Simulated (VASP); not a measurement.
# ZrB2 (P6/mmm) in VASP: further runs

The runs below take ZrB2 through single point, with LDA.

Everything below comes from runs of VASP 6.6.1. Logs are shortened: lines on timing, memory, paths and dates and some standing lists are left out, and cuts for length are marked.

### 1 The cell of the first run

Symmetry: P6/mmm, No. 191, hexagonal system. Conventional cell: a = 3.165 Å, b = 3.165 Å, c = 3.485 Å, α = 90.00°, β = 90.00°, γ = 120.00°. Zr (site symmetry 6/mmm) has 12 B at 2.52 Å and 6 Zr at 3.16 Å within 3.3 Å. Within 2.4 Å of B (site symmetry -6m2) lie 3 B at 1.83 Å.

### 2 Single point, LDA (zz strain of -1 %)

File INCAR:

```
SYSTEM = ZrB2
PREC = Accurate
ENCUT = 520
EDIFF = 1E-7
ISMEAR = -1
SIGMA = 0.03
LREAL = .FALSE.
LASPH = .TRUE.
NELM = 60
ALGO = Normal
ISIF = 2
LWAVE = .FALSE.
LCHARG = .FALSE.
NBANDS = 16
```

File KPOINTS:

```
Automatic mesh
0
G
  13 13 10
  0 0 0
```

File POSCAR:

```
ZrB2
1.0
    3.1649998255      0.0000000000      0.0000000000
   -1.5824999128      2.7409702519      0.0000000000
    0.0000000000      0.0000000000      3.4848000000
Zr B
1 2
Direct
    0.0000000000      0.0000000000      0.0000000000
    0.3333333333      0.6666666667      0.5000000000
    0.6666666667      0.3333333333      0.5000000000
```

Potentials or basis: VASP PAW LDA potentials, release 64 (Zr_sv, B).

Run with:

```console
> cat potpaw_LDA.64/Zr_sv/POTCAR potpaw_LDA.64/B/POTCAR > POTCAR
> mpirun -np 1 vasp_std > vasp.out
```

OUTCAR:

```text
SYSTEM = ZrB2
   PREC = Accurate
   ENCUT = 520
   EDIFF = 1E-7
   ISMEAR = -1
   LREAL = .FALSE.
   LASPH = .TRUE.
   NELM = 60
   ISIF = 2

 ion  position               nearest neighbor table
   1  0.000  0.000  0.000-   2 2.52   3 2.52   2 2.52   3 2.52   3 2.52   3 2.52   2 2.52   2 2.52
                             3 2.52   3 2.52   2 2.52   2 2.52
   2  0.333  0.667  0.500-   3 1.83   3 1.83   3 1.83   1 2.52   1 2.52   1 2.52   1 2.52   1 2.52
                             1 2.52
   3  0.667  0.333  0.500-   2 1.83   2 1.83   2 1.83   1 2.52   1 2.52   1 2.52   1 2.52   1 2.52
                             1 2.52

  LATTYP: Found a hexagonal cell.
 ALAT       =     3.1649998255
 C/A-ratio  =     1.1010427147

  Lattice vectors:

 A1 = (   3.1649998255,   0.0000000000,   0.0000000000)
 A2 = (  -1.5824999128,   2.7409702519,   0.0000000000)
 A3 = (   0.0000000000,   0.0000000000,   3.4848000000)

Analysis of symmetry for initial positions (statically):
=====================================================================
 Subroutine PRICEL returns:
 Original cell was already a primitive cell.

 Routine SETGRP: Setting up the symmetry group for a
 hexagonal supercell.

 Subroutine GETGRP returns: Found 24 space group operations
 (whereof 24 operations were pure point group operations)
 out of a pool of 24 trial point group operations.

The static configuration has the point symmetry D_6h.

Analysis of symmetry for dynamics (positions and initial velocities):
=====================================================================
 Subroutine PRICEL returns:
 Original cell was already a primitive cell.

 Routine SETGRP: Setting up the symmetry group for a
 hexagonal supercell.

 Subroutine GETGRP returns: Found 24 space group operations
 (whereof 24 operations were pure point group operations)
 out of a pool of 24 trial point group operations.

The dynamic configuration has the point symmetry D_6h.

 Subroutine INISYM returns: Found 24 space group operations
 (whereof 24 operations are pure point group operations),
 and found     1 'primitive' translations

----------------------------------------------------------------------------------------

                                     Primitive cell

  volume of cell :      30.2312

  direct lattice vectors                    reciprocal lattice vectors
     3.164999825  0.000000000  0.000000000     0.315955784  0.182417157  0.000000000
    -1.582499913  2.740970252  0.000000000     0.000000000  0.364834313  0.000000000
     0.000000000  0.000000000  3.484800000     0.000000000  0.000000000  0.286960514

  length of vectors
     3.164999825  3.164999826  3.484800000     0.364834313  0.364834313  0.286960514

  position of ions in fractional coordinates (direct lattice)
     0.000000000  0.000000000  0.000000000
     0.333333333  0.666666667  0.500000000
     0.666666667  0.333333333  0.500000000

  ion indices of the primitive-cell ions
   primitive index   ion index
                 1           1
                 2           2
                 3           3

----------------------------------------------------------------------------------------

 KPOINTS: Automatic mesh

Automatic generation of k-mesh.
 Grid dimensions read from file:
 generate k-points for:   13   13   10

 Generating k-lattice:

  Cartesian coordinates                     Fractional coordinates (reciprocal lattice)
     0.024304291  0.014032089  0.000000000     0.076923077 -0.000000000  0.000000000
     0.000000000  0.028064178  0.000000000     0.000000000  0.076923077  0.000000000
     0.000000000  0.000000000  0.028696051     0.000000000  0.000000000  0.100000000

  Length of vectors
     0.028064178  0.028064178  0.028696051

  Shift w.r.t. Gamma in fractional coordinates (k-lattice)
     0.000000000  0.000000000  0.000000000

 Subroutine IBZKPT returns following result:
 ===========================================

 Found    126 irreducible k-points:

 Following reciprocal coordinates:
            Coordinates               Weight
  0.000000  0.000000  0.000000      1.000000
  0.076923 -0.000000  0.000000      6.000000
  0.153846  0.000000  0.000000      6.000000
  0.230769  0.000000  0.000000      6.000000
  0.307692  0.000000  0.000000      6.000000
  0.384615  0.000000  0.000000      6.000000
[... 16 lines left out ...]
  0.076923 -0.000000  0.100000     12.000000
  0.153846  0.000000  0.100000     12.000000
 [... further k-points ...]
   k-points           NKPTS =    126   k-points in BZ     NKDIM =    126   number of bands    NBANDS=     16
   number of dos      NEDOS =    301   number of ions     NIONS =      3
   total plane-waves  NPLWV =  16128
   dimension x,y,z NGX =    24 NGY =   24 NGZ =   28
   dimension x,y,z NGXF=    48 NGYF=   48 NGZF=   56
   ions per type =               1   2
   NGX,Y,Z   is equivalent  to a cutoff of  12.61, 12.61, 13.36 a.u.
   NGXF,Y,Z  is equivalent  to a cutoff of  25.21, 25.21, 26.72 a.u.
 SYSTEM =  ZrB2
   PREC   = accura    normal or accurate (medium, high low for compatibility)
   ISTART =      0    job   : 0-new  1-cont  2-samecut
   ICHARG =      2    charge: 1-file 2-atom 10-const
   ISPIN  =      1    spin polarized calculation?
   LNONCOLLINEAR =      F non collinear calculations
   LSORBIT =      F    spin-orbit coupling
   LASPH  =      T    aspherical Exc in radial PAW
   ENCUT  =  520.0 eV  38.22 Ry    6.18 a.u.   5.88  5.88  6.48*2*pi/ulx,y,z
   NELM   =     60;   NELMIN=  2; NELMDL= -5     # of ELM steps
   EDIFF  = 0.1E-06   stopping-criterion for ELM
   LREAL  =      F    real-space projection
   EDIFFG = 0.1E-05   stopping-criterion for IOM
   NSW    =      0    number of steps for IOM
   IBRION =     -1    ionic relax: 0-MD 1-quasi-New 2-CG
   NFREE  =      0    steps in history (QN), initial steepest desc. (CG)
   ISIF   =      2    stress and relaxation
   ISYM   =      2    0-nonsym 1-usesym 2-fastsym
   POTIM  = 0.5000    time-step for ionic-motion
   TEBEG  =    0.0;   TEEND  =   0.0 temperature during run
   PSTRESS=    0.0 pullay stress
   NELECT =      18.0000    total number of electrons
   NUPDOWN=      -1.0000    fix difference up-down
   EMIN   =  10.00;   EMAX   =-10.00  energy-range for DOS
   EFERMI =   0.00;   METHOD = LEGACY
   ISMEAR =    -1;   SIGMA  =   0.03  broadening in eV -4-tet -1-fermi 0-gaus
   EFERMI_NEDOS =   21; number of points for ismear=-14 and -15
   IALGO  =     38    algorithm
   IMIX   =      4    mixing-type and parameters
     AMIX     =   0.40;   BMIX     =  1.00
     AMIX_MAG =   1.60;   BMIX_MAG =  1.00
  volume/ion in A,a.u.               =      10.08        68.00
  Fermi-wavevector in a.u.,A,eV,Ry     =   1.377253  2.602631 25.807880  1.896826
  Thomas-Fermi vector in A             =   2.502423
   LORBIT       =      0    0 simple, 1 ext, 2 COOP (PROOUT), +10 PAW based schemes
   GGA     = CA    functional components
   LHFCALC =     F    Hartree Fock is set to
   AEXX    =    0.0000 exact exchange contribution
   IVDW    =     0    specifies the selected vdW correction
   LEPSILON=     F    determine dielectric tensor
   LRPA    =     F    only Hartree local field effects (RPA)
 non-spin polarized calculation
  energy-cutoff  :      520.00
  volume of cell :       30.23
 maximum number of plane-waves:       832
 NGX is ok and might be reduce to    24
   NGX = 11   NGY = 11   NGZ = 13

 number of electron      18.0000000 magnetization

 Free energy of the ion-electron system (eV)
  ---------------------------------------------------
  ext. energy  EPLUGINS =         0.00000000
  ---------------------------------------------------
  free energy    TOTEN  =       -27.47200678 eV

  energy without entropy =      -27.47066807  energy(sigma->0) =      -27.47133743

 E-fermi :  10.7789     XC(G=0): -12.6666

 val. band max:       10.6593323050   @ k =   0.2308   0.2308   0.0000
 cond. band min:      10.7909634457   @ k =   0.3077   0.1538   0.0000
 fundamental gap:      0.1316311406
 Fermi energy:        10.7789415029

 k-point     1 :       0.0000    0.0000    0.0000
  band No.  band energies     occupation
      1     -37.6200      2.00000
      2     -15.9642      2.00000
      3     -15.4022      2.00000
      4     -15.4022      2.00000
      5      -1.9694      2.00000
      6       7.9107      2.00000
[... 8 lines left out ...]
     15      15.7891      0.00000
     16      15.7891      0.00000

 k-point     2 :       0.0769   -0.0000    0.0000
  band No.  band energies     occupation
      1     -37.6130      2.00000
      2     -15.9540      2.00000
      3     -15.4629      2.00000
      4     -15.4153      2.00000
      5      -1.8493      2.00000
      6       7.5760      2.00000
[... 8 lines left out ...]
     15      16.3735      0.00000
     16      16.6395      0.00000

 k-point     3 :       0.1538    0.0000    0.0000
  band No.  band energies     occupation
      1     -37.5937      2.00000
      2     -15.9255      2.00000
      3     -15.6276      2.00000
      4     -15.4515      2.00000
      5      -1.5016      2.00000
      6       6.7575      2.00000
[... 8 lines left out ...]
     15      17.3511      0.00000
     16      17.4938      0.00000

 k-point     4 :       0.2308    0.0000    0.0000
  band No.  band energies     occupation
      1     -37.5663      2.00000
      2     -15.8850      2.00000
      3     -15.8524      2.00000
      4     -15.5019      2.00000
      5      -0.9588      2.00000
      6       5.7359      2.00000
[... 8 lines left out ...]
     15      17.6735      0.00000
     16      19.0110      0.00000

 k-point     5 :       0.3077    0.0000    0.0000
  band No.  band energies     occupation
      1     -37.5370      2.00000
      2     -16.0822      2.00000
      3     -15.8416      2.00000
      4     -15.5549      2.00000
      5      -0.2595      2.00000
      6       4.6613      2.00000
[... 8 lines left out ...]
     15      18.6554      0.00000
     16      20.8205      0.00000

 k-point     6 :       0.3846    0.0000    0.0000
  band No.  band energies     occupation
      1     -37.5126      2.00000
      2     -16.2667      2.00000
      3     -15.8053      2.00000
      4     -15.5982      2.00000
      5       0.5580      2.00000
      6       3.5959      2.00000
[... 8 lines left out ...]
     15      19.8323      0.00000
     16      20.0765      0.00000
[... 267 lines left out ...]
 k-point    21 :       0.3077    0.3077    0.0000
  band No.  band energies     occupation
      1     -37.4827      2.00000
      2     -16.1566      2.00000
      3     -16.0101      2.00000
      4     -15.7611      2.00000
      5       2.5300      2.00000
      6       3.2274      2.00000
[... 8 lines left out ...]
     15      21.9726      0.00000
     16      22.0091      0.00000

 k-point    22 :       0.0000    0.0000    0.1000
  band No.  band energies     occupation
      1     -37.6177      2.00000
      2     -16.0059      2.00000
      3     -15.3993      2.00000
      4     -15.3993      2.00000
      5      -1.8127      2.00000
      6       7.1785      2.00000
[... 8 lines left out ...]
     15      16.7881      0.00000
     16      16.7881      0.00000

 k-point    23 :       0.0769   -0.0000    0.1000
  band No.  band energies     occupation
      1     -37.6108      2.00000
      2     -15.9953      2.00000
      3     -15.4596      2.00000
      4     -15.4123      2.00000
      5      -1.6969      2.00000
      6       7.2207      2.00000
[... 8 lines left out ...]
     15      16.7870      0.00000
     16      17.1365      0.00000

 k-point    24 :       0.1538    0.0000    0.1000
  band No.  band energies     occupation
      1     -37.5915      2.00000
      2     -15.9658      2.00000
      3     -15.6233      2.00000
      4     -15.4483      2.00000
      5      -1.3624      2.00000
      6       6.7632      2.00000
[... 8 lines left out ...]
     15      17.3140      0.00000
     16      18.1363      0.00000

 [... further k-points ...]

------------------------ aborting loop because EDIFF is reached ----------------------------------------

  FORCE on cell =-STRESS in cart. coord.  units (eV):
  Direction    XX          YY          ZZ          XY          YZ          ZX
  --------------------------------------------------------------------------------------
  -------------------------------------------------------------------------------------
  Total       -1.1369128     -1.1369128     -0.2818659      0.0000000      0.0000000      0.0000000
  in kB      -60.2534450    -60.2534450    -14.9381648      0.0000000      0.0000000      0.0000000
  external PRESSURE =     -45.1483516 kB  Pullay stress =       0.0000000 kB

 VOLUME and BASIS-vectors are now :
 -----------------------------------------------------------------------------
  energy-cutoff  :      520.00
  volume of cell :       30.23
      direct lattice vectors                 reciprocal lattice vectors
     3.164999825  0.000000000  0.000000000     0.315955784  0.182417157  0.000000000
    -1.582499913  2.740970252  0.000000000     0.000000000  0.364834313  0.000000000
     0.000000000  0.000000000  3.484800000     0.000000000  0.000000000  0.286960514

 POSITION                                       TOTAL-FORCE (eV/Angst)
 -----------------------------------------------------------------------------------
      0.00000      0.00000      0.00000         0.000000      0.000000      0.000000
     -0.00000      1.82731      1.74240        -0.000000      0.000000      0.000000
      1.58250      0.91366      1.74240         0.000000      0.000000      0.000000
 -----------------------------------------------------------------------------------
    total drift:                               -0.000000      0.000000      0.000000

  FREE ENERGIE OF THE ION-ELECTRON SYSTEM (eV)
  ---------------------------------------------------
  free  energy   TOTEN  =       -27.4720067848 eV

  energy  without entropy=      -27.4706680698  energy(sigma->0) =      -27.47133743
```

Run time: 17 s. Hardware: 1 thread of Intel Xeon 6975P-C (Granite Rapids), shared host; peak memory 0.17 GiB.

What came out:

```
Free energy            : -27.4720 eV
Pressure               : -4.5 GPa
Band gap on the k mesh : zero (band 9 reaches 11.36 eV, above the bottom of band 10 at 10.40 eV)
```

Caveat: the cell differs from its parent crystal (zz strain of -1 %).

### 3 Single point, LDA (zz strain of +1 %)

File INCAR:

```
  ALGO = Normal
  EDIFF = 1E-6
  ENCUT = 520
  ISIF = 2
  ISMEAR = -1
  LASPH = T
  LCHARG = T
  LELF = T
  LREAL = F
  LVHAR = T
  LWAVE = F
  NBANDS = 16
  NELM = 60
  PREC = Accurate
  SIGMA = 0.03
```

File KPOINTS:

```
k-points
0
Gamma
  13 13 10
```

Edit POSCAR of step 2 so:

```diff
@@ -4,3 +4,3 @@
    -1.5824999128      2.7409702519      0.0000000000
-    0.0000000000      0.0000000000      3.4848000000
+    0.0000000000      0.0000000000      3.5552000000
 Zr B
```

Potentials or basis: VASP PAW LDA potentials, release 64 (Zr_sv, B).

Run with:

```console
> cat potpaw_LDA.64/Zr_sv/POTCAR potpaw_LDA.64/B/POTCAR > POTCAR
> mpirun -np 1 vasp_std > vasp.out
```

Run time: 16 s. Hardware: 1 thread of Intel Xeon 6975P-C (Granite Rapids), shared host; peak memory 0.17 GiB.

It converged, with:

```
Free energy            : -27.4499 eV
Pressure               : -8.9 GPa
Band gap on the k mesh : zero (band 9 reaches 10.96 eV, above the bottom of band 10 at 10.10 eV)
```

Stress tensor (GPa, compression positive):
```
 -8.34   0.00   0.00
  0.00  -8.34   0.00
  0.00   0.00 -10.18
```

Levels at points of the mesh, in eV from the Fermi level:
| k point | band 7 | band 8 | band 9 | band 10 | band 11 | band 12 |
| --- | --- | --- | --- | --- | --- | --- |
| (0.00, 0.00, 0.00) | -2.65 | -2.65 | -2.44 | 3.28 | 3.28 | 3.98 |
| (0.00, 0.00, 0.50) | -1.01 | -1.01 | 0.30 | 0.30 | 0.67 | 0.67 |

Caveat: the cell differs from its parent crystal (zz strain of +1 %).

### 4 Single point, LDA (zz strain of +2 %)

File INCAR:

```
SYSTEM = ZrB2
PREC = Accurate
ENCUT = 520
EDIFF = 1E-7
ISMEAR = -1
SIGMA = 0.03
LREAL = .False.
LASPH = .True.
NELM = 60
ALGO = Normal
ISIF = 2
LWAVE = .False.
LCHARG = .False.
NBANDS = 16
```

File KPOINTS:

```
Automatic mesh
0
Gamma
  13 13 10
  0 0 0
```

Edit POSCAR of step 3 so:

```diff
@@ -4,3 +4,3 @@
    -1.5824999128      2.7409702519      0.0000000000
-    0.0000000000      0.0000000000      3.5552000000
+    0.0000000000      0.0000000000      3.5904000000
 Zr B
```

Run with:

```console
> cat potpaw_LDA.64/Zr_sv/POTCAR potpaw_LDA.64/B/POTCAR > POTCAR
> mpirun -np 1 vasp_std > vasp.out
```

Run time: 18 s. Hardware: 1 thread of Intel Xeon 6975P-C (Granite Rapids), shared host; peak memory 0.17 GiB.

Results (log left out):

- Free energy: -27.4269 eV
- Pressure: -11.0 GPa
- Band gap on the k mesh: zero (band 9 reaches 10.93 eV, above the bottom of band 10 at 9.96 eV)

Stress tensor (GPa, compression positive):
```
 -9.38   0.00   0.00
  0.00  -9.38   0.00
  0.00   0.00 -14.14
```

Levels at points of the mesh, in eV from the Fermi level:
| k point | band 7 | band 8 | band 9 | band 10 | band 11 | band 12 |
| --- | --- | --- | --- | --- | --- | --- |
| (0.00, 0.00, 0.00) | -2.54 | -2.54 | -2.49 | 3.26 | 3.26 | 3.88 |
| (0.00, 0.00, 0.50) | -0.93 | -0.93 | 0.41 | 0.41 | 0.69 | 0.69 |

Caveat: the cell differs from its parent crystal (zz strain of +2 %).

### 5 The runs side by side

```tsv
cell	gap on the mesh (eV)	pressure (GPa)
a = 3.165, b = 3.165, c = 3.485 Å, angles 90.0, 90.0, 120.0°, 3 atoms	none	-4.5
a = 3.165, b = 3.165, c = 3.555 Å, angles 90.0, 90.0, 120.0°, 3 atoms	none	-8.9
a = 3.165, b = 3.165, c = 3.590 Å, angles 90.0, 90.0, 120.0°, 3 atoms	none	-11.0
```

Alike in all rows: task single point; level LDA; potentials or basis VASP PAW LDA potentials, release 64 (Zr_sv, B); no spin polarisation; k mesh 13 × 13 × 10; cutoff (eV) 520; smearing fermi-dirac 0.03 eV.

Total energies depend on the potentials used, so only differences within one code and one set of settings carry meaning.
